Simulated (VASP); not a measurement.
# ZrO2 (Fm-3m) in VASP: single point with PBE

Aim: the single point of ZrO2 with PBE.

Everything below comes from runs of VASP 6.6.1. Logs are shortened: lines on timing, memory, paths and dates and some standing lists are left out, and cuts for length are marked.

### Step 1. The cell of the first run

It takes space group Fm-3m (No. 225, cubic). The conventional cell has a = 5.116 Å, b = 5.116 Å, c = 5.116 Å, α = 90.00°, β = 90.00°, γ = 90.00°. Within 2.9 Å of Zr (site symmetry m-3m) lie 8 O at 2.22 Å. O (site symmetry -43m) has 4 Zr at 2.22 Å and 6 O at 2.56 Å within 2.9 Å.

### Step 2. Single point, PBE

The input, POSCAR:

```
ZrO2
1.0
    0.0000000000      2.5578982015      2.5578982015
    2.5578982015      0.0000000000      2.5578982015
    2.5578982015      2.5578982015      0.0000000000
Zr O
1 2
Direct
    0.0000000000      0.0000000000      0.0000000000
    0.2500000000      0.2500000000      0.2500000000
    0.7500000000      0.7500000000      0.7500000000
```

The input, INCAR.step1:

```
ALGO = Normal
EDIFF = 1E-6
ENCUT = 520
GGA = PE
GGA_COMPAT = False
ISIF = 2
ISMEAR = 0
LASPH = True
LCHARG = True
LMAXMIX = 4
LORBIT = 11
LREAL = False
LWAVE = False
NBANDS = 19
NEDOS = 2001
NELM = 120
PREC = Accurate
SIGMA = 0.02
```

The input, KPOINTS.step1:

```
k-points
0
Gamma
  8 8 8
```

The input, INCAR.step2:

```
ALGO = Normal
EDIFF = 1E-6
ENCUT = 520
GGA = PE
GGA_COMPAT = False
ICHARG = 11
ISIF = 2
ISMEAR = -5
LASPH = True
LCHARG = False
LMAXMIX = 4
LORBIT = 11
LREAL = False
LWAVE = False
NEDOS = 2001
NELM = 120
PREC = Accurate
SIGMA = 0.02
```

The input, KPOINTS.step2:

```
k-points
0
Gamma
  12 12 12
```

Potentials or basis: VASP PAW PBE potentials, release 64 (Zr_sv, O).

Launch:

```sh
$ cat potpaw_PBE.64/Zr_sv/POTCAR potpaw_PBE.64/O/POTCAR > POTCAR
$ cp INCAR.step1 INCAR
$ cp KPOINTS.step1 KPOINTS
$ mpirun -np 1 vasp_std > vasp.out
$ cp INCAR.step2 INCAR
$ cp KPOINTS.step2 KPOINTS
$ mpirun -np 1 vasp_std > vasp.out
```

OUTCAR:

```text
EDIFF = 1E-6
   ENCUT = 520
   GGA = PE
   ICHARG = 11
   ISIF = 2
   ISMEAR = -5
   LASPH = True
   LORBIT = 11
   LREAL = False
   NELM = 120
   PREC = Accurate

 ion  position               nearest neighbor table
   1  0.000  0.000  0.000-   3 2.22   3 2.22   3 2.22   2 2.22   2 2.22   2 2.22   3 2.22   2 2.22

   2  0.250  0.250  0.250-   1 2.22   1 2.22   1 2.22   1 2.22
   3  0.750  0.750  0.750-   1 2.22   1 2.22   1 2.22   1 2.22

  LATTYP: Found a face centered cubic cell.
 ALAT       =     5.1157964030

  Lattice vectors:

 A1 = (   0.0000000000,   2.5578982015,   2.5578982015)
 A2 = (   2.5578982015,   0.0000000000,   2.5578982015)
 A3 = (   2.5578982015,   2.5578982015,   0.0000000000)

Analysis of symmetry for initial positions (statically):
=====================================================================
 Subroutine PRICEL returns:
 Original cell was already a primitive cell.

 Routine SETGRP: Setting up the symmetry group for a
 face centered cubic supercell.

 Subroutine GETGRP returns: Found 48 space group operations
 (whereof 48 operations were pure point group operations)
 out of a pool of 48 trial point group operations.

The static configuration has the point symmetry O_h .

Analysis of symmetry for dynamics (positions and initial velocities):
=====================================================================
 Subroutine PRICEL returns:
 Original cell was already a primitive cell.

 Routine SETGRP: Setting up the symmetry group for a
 face centered cubic supercell.

 Subroutine GETGRP returns: Found 48 space group operations
 (whereof 48 operations were pure point group operations)
 out of a pool of 48 trial point group operations.

The dynamic configuration has the point symmetry O_h .

 Subroutine INISYM returns: Found 48 space group operations
 (whereof 48 operations are pure point group operations),
 and found     1 'primitive' translations

----------------------------------------------------------------------------------------

                                     Primitive cell

  volume of cell :      33.4719

  direct lattice vectors                    reciprocal lattice vectors
     0.000000000  2.557898202  2.557898202    -0.195472986  0.195472986  0.195472986
     2.557898202  0.000000000  2.557898202     0.195472986 -0.195472986  0.195472986
     2.557898202  2.557898202  0.000000000     0.195472986  0.195472986 -0.195472986

  length of vectors
     3.617414328  3.617414328  3.617414328     0.338569144  0.338569144  0.338569144

  position of ions in fractional coordinates (direct lattice)
     0.000000000  0.000000000  0.000000000
     0.250000000  0.250000000  0.250000000
     0.750000000  0.750000000  0.750000000

  ion indices of the primitive-cell ions
   primitive index   ion index
                 1           1
                 2           2
                 3           3

----------------------------------------------------------------------------------------

 KPOINTS: k-points

Automatic generation of k-mesh.
 Grid dimensions read from file:
 generate k-points for:   12   12   12

 Generating k-lattice:

  Cartesian coordinates                     Fractional coordinates (reciprocal lattice)
    -0.016289416  0.016289416  0.016289416     0.083333333  0.000000000  0.000000000
     0.016289416 -0.016289416  0.016289416     0.000000000  0.083333333  0.000000000
     0.016289416  0.016289416 -0.016289416     0.000000000  0.000000000  0.083333333

  Length of vectors
     0.028214095  0.028214095  0.028214095

  Shift w.r.t. Gamma in fractional coordinates (k-lattice)
     0.000000000  0.000000000  0.000000000

 TETIRR: Found    247 inequivalent tetrahedra from    10368

 Subroutine IBZKPT returns following result:
 ===========================================

 Found     72 irreducible k-points:

 Following reciprocal coordinates:
            Coordinates               Weight
  0.000000  0.000000  0.000000      1.000000
  0.083333  0.000000  0.000000      8.000000
  0.166667  0.000000  0.000000      8.000000
  0.250000  0.000000  0.000000      8.000000
  0.333333  0.000000  0.000000      8.000000
  0.416667  0.000000  0.000000      8.000000
[... 16 lines left out ...]
  0.500000  0.166667  0.000000     24.000000
 -0.416667  0.166667  0.000000     24.000000
 [... further k-points ...]
   k-points           NKPTS =     72   k-points in BZ     NKDIM =     72   number of bands    NBANDS=     16
   number of dos      NEDOS =   2001   number of ions     NIONS =      3
   total plane-waves  NPLWV =  21952
   dimension x,y,z NGX =    28 NGY =   28 NGZ =   28
   dimension x,y,z NGXF=    56 NGYF=   56 NGZF=   56
   ions per type =               1   2
   NGX,Y,Z   is equivalent  to a cutoff of  12.87, 12.87, 12.87 a.u.
   NGXF,Y,Z  is equivalent  to a cutoff of  25.74, 25.74, 25.74 a.u.
 SYSTEM =  unknown system
   PREC   = accura    normal or accurate (medium, high low for compatibility)
   ISTART =      0    job   : 0-new  1-cont  2-samecut
   ICHARG =     11    charge: 1-file 2-atom 10-const
   ISPIN  =      1    spin polarized calculation?
   LNONCOLLINEAR =      F non collinear calculations
   LSORBIT =      F    spin-orbit coupling
   LASPH  =      T    aspherical Exc in radial PAW
   ENCUT  =  520.0 eV  38.22 Ry    6.18 a.u.   6.73  6.73  6.73*2*pi/ulx,y,z
   NELM   =    120;   NELMIN=  2; NELMDL=  0     # of ELM steps
   EDIFF  = 0.1E-05   stopping-criterion for ELM
   LREAL  =      F    real-space projection
   EDIFFG = 0.1E-04   stopping-criterion for IOM
   NSW    =      0    number of steps for IOM
   IBRION =     -1    ionic relax: 0-MD 1-quasi-New 2-CG
   NFREE  =      0    steps in history (QN), initial steepest desc. (CG)
   ISIF   =      2    stress and relaxation
   ISYM   =      2    0-nonsym 1-usesym 2-fastsym
   POTIM  = 0.5000    time-step for ionic-motion
   TEBEG  =    0.0;   TEEND  =   0.0 temperature during run
   PSTRESS=    0.0 pullay stress
   NELECT =      24.0000    total number of electrons
   NUPDOWN=      -1.0000    fix difference up-down
   EMIN   =  10.00;   EMAX   =-10.00  energy-range for DOS
   EFERMI =   0.00;   METHOD = LEGACY
   ISMEAR =    -5;   SIGMA  =   0.02  broadening in eV -4-tet -1-fermi 0-gaus
   EFERMI_NEDOS =   21; number of points for ismear=-14 and -15
   IALGO  =     38    algorithm
   IMIX   =      4    mixing-type and parameters
     AMIX     =   0.40;   BMIX     =  1.00
     AMIX_MAG =   1.60;   BMIX_MAG =  1.00
  volume/ion in A,a.u.               =      11.16        75.29
  Fermi-wavevector in a.u.,A,eV,Ry     =   1.465273  2.768965 29.212063  2.147026
  Thomas-Fermi vector in A             =   2.581150
   LORBIT       =     11    0 simple, 1 ext, 2 COOP (PROOUT), +10 PAW based schemes
   GGA     = PE    functional components
   LHFCALC =     F    Hartree Fock is set to
   AEXX    =    0.0000 exact exchange contribution
   IVDW    =     0    specifies the selected vdW correction
   LEPSILON=     F    determine dielectric tensor
   LRPA    =     F    only Hartree local field effects (RPA)
 non-spin polarized calculation
 Fermi weights with tetrahedron method with Bloechl corrections
  energy-cutoff  :      520.00
  volume of cell :       33.47
 maximum number of plane-waves:       934

 number of electron      23.9999992 magnetization

 Free energy of the ion-electron system (eV)
  ---------------------------------------------------
  ext. energy  EPLUGINS =         0.00000000
  ---------------------------------------------------
  free energy    TOTEN  =       -28.56811188 eV

  energy without entropy =      -28.56811188  energy(sigma->0) =      -28.56811188

 E-fermi :   7.0578     XC(G=0): -11.7014

 val. band max:        7.0529843248   @ k =   0.5000   0.5000   0.0000
 cond. band min:      10.3637115861   @ k =   0.0000   0.0000   0.0000
 fundamental gap:      3.3107272613
 Fermi energy:         7.0578260745

 k-point     1 :       0.0000    0.0000    0.0000
  band No.  band energies     occupation
      1     -41.1072      2.00000
      2     -18.9252      2.00000
      3     -18.9252      2.00000
      4     -18.9252      2.00000
      5     -11.0712      2.00000
      6      -8.5687      2.00000
[... 8 lines left out ...]
     15      13.5197      0.00000
     16      16.2378      0.00000

 k-point     2 :       0.0833    0.0000    0.0000
  band No.  band energies     occupation
      1     -41.1043      2.00000
      2     -18.9729      2.00000
      3     -18.9296      2.00000
      4     -18.9296      2.00000
      5     -10.9754      2.00000
      6      -8.6402      2.00000
[... 8 lines left out ...]
     15      13.7627      0.00000
     16      15.9795      0.00000

 k-point     3 :       0.1667    0.0000    0.0000
  band No.  band energies     occupation
      1     -41.0964      2.00000
      2     -19.0990      2.00000
      3     -18.9417      2.00000
      4     -18.9417      2.00000
      5     -10.7226      2.00000
      6      -8.8147      2.00000
[... 8 lines left out ...]
     15      14.1262      0.00000
     16      15.6034      0.00000

 k-point     4 :       0.2500    0.0000    0.0000
  band No.  band energies     occupation
      1     -41.0857      2.00000
      2     -19.2620      2.00000
      3     -18.9581      2.00000
      4     -18.9581      2.00000
      5     -10.4126      2.00000
      6      -8.9945      2.00000
[... 8 lines left out ...]
     15      13.7659      0.00000
     16      15.6037      0.00000
[... 324 lines left out ...]
 k-point    22 :       0.4167    0.1667    0.0000
  band No.  band energies     occupation
      1     -41.0660      2.00000
      2     -19.4469      2.00000
      3     -19.0635      2.00000
      4     -19.0138      2.00000
      5      -9.8905      2.00000
      6      -9.2080      2.00000
[... 8 lines left out ...]
     15      13.3088      0.00000
     16      14.7836      0.00000

 k-point    23 :       0.5000    0.1667    0.0000
  band No.  band energies     occupation
      1     -41.0605      2.00000
      2     -19.5021      2.00000
      3     -19.1004      2.00000
      4     -19.0152      2.00000
      5      -9.8791      2.00000
      6      -9.1140      2.00000
[... 8 lines left out ...]
     15      13.0601      0.00000
     16      14.6275      0.00000

 k-point    24 :      -0.4167    0.1667    0.0000
  band No.  band energies     occupation
      1     -41.0598      2.00000
      2     -19.5022      2.00000
      3     -19.1214      2.00000
      4     -19.0068      2.00000
      5      -9.8817      2.00000
      6      -9.0961      2.00000
[... 8 lines left out ...]
     15      13.0463      0.00000
     16      14.5342      0.00000

 [... further k-points ...]

------------------------ aborting loop because EDIFF is reached ----------------------------------------

  FORCE on cell =-STRESS in cart. coord.  units (eV):
  Direction    XX          YY          ZZ          XY          YZ          ZX
  --------------------------------------------------------------------------------------
  -------------------------------------------------------------------------------------
  Total        0.0660158      0.0660158      0.0660158      0.0000000      0.0000000      0.0000000
  in kB        3.1599412      3.1599412      3.1599412      0.0000000      0.0000000      0.0000000
  external PRESSURE =       3.1599412 kB  Pullay stress =       0.0000000 kB

 VOLUME and BASIS-vectors are now :
 -----------------------------------------------------------------------------
  energy-cutoff  :      520.00
  volume of cell :       33.47
      direct lattice vectors                 reciprocal lattice vectors
     0.000000000  2.557898202  2.557898202    -0.195472986  0.195472986  0.195472986
     2.557898202  0.000000000  2.557898202     0.195472986 -0.195472986  0.195472986
     2.557898202  2.557898202  0.000000000     0.195472986  0.195472986 -0.195472986

 POSITION                                       TOTAL-FORCE (eV/Angst)
 -----------------------------------------------------------------------------------
      0.00000      0.00000      0.00000        -0.000000      0.000000     -0.000000
      1.27895      1.27895      1.27895         0.000000      0.000000      0.000000
      3.83685      3.83685      3.83685        -0.000000     -0.000000     -0.000000
 -----------------------------------------------------------------------------------
    total drift:                                0.000000      0.000000      0.000000

  FREE ENERGIE OF THE ION-ELECTRON SYSTEM (eV)
  ---------------------------------------------------
  free  energy   TOTEN  =       -28.5681118774 eV

  energy  without entropy=      -28.5681118774  energy(sigma->0) =      -28.56811188

 total charge

# of ion       s       p       d       tot
------------------------------------------
    1        2.166   6.047   1.288   9.501
    2        1.563   3.529   0.000   5.093
    3        1.563   3.529   0.000   5.093
--------------------------------------------------
tot          5.293  13.106   1.288  19.686
```

Run time: 22 s. Hardware: 1 thread of Intel Xeon 6975P-C (Granite Rapids), shared host; peak memory 0.17 GiB.

Results:

| Quantity | Value |
| --- | --- |
| Valence electrons inside the program's atomic spheres | Zr 9.50; O 5.09 |

Levels at points of the mesh, in eV from the valence-band top:
```
           k point  band 8  band 9  band 10  band 11  band 12  band 13  band 14  band 15  band 16
(0.00, 0.00, 0.00)   -5.14   -5.14    -0.53    -0.53    -0.53     3.31     3.31     6.47     9.18
(0.50, 0.00, 0.00)   -4.14   -2.50    -2.46    -1.63    -1.63     3.93     3.93     5.95     8.30
(0.50, 0.50, 0.00)   -3.12   -3.12    -1.49    -1.49     0.00     3.74     4.66     5.69     7.15
```
